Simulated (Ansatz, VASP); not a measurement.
## Si3Ge: VASP beside Ansatz

```
Si Ge
1.0
     5.42362    0.00000    0.00000
    -2.71181    4.69699    0.00000
     0.00000    0.00000    2.54655
Si Ge
3 1
Cartesian
  -1.3559 2.3485 0.0000
  2.7118 0.0000 0.0000
  1.3559 2.3485 0.0000
  0.0000 0.0000 0.0000
```

Alike in both runs: task relaxation of cell and atoms; functional PBE; k mesh 12 × 12 × 18; occupations gaussian, width 0.1 eV; no spin polarisation.

```csv
,VASP,Ansatz
version,VASP 6.6.1,Ansatz 0.2.0
potentials or method,"VASP PAW PBE potentials, release 64 (Si, Ge_d), cutoff 500 eV","scalar-relativistic, plane waves, PAW"
valence electrons in the cell,26,26
```

```csv
,VASP,Ansatz,Ansatz less VASP
"gap on the k mesh at the Fermi level, each at its own relaxed structure (eV)",none,none,-
relaxed volume (Å³/atom),16.13,16.14,+0.006
relaxed length of the cell vector where the two differ most in proportion (Å),5.430,5.431,+0.0008
```

A gap of «none» marks a metal or a gap that the smearing closes.
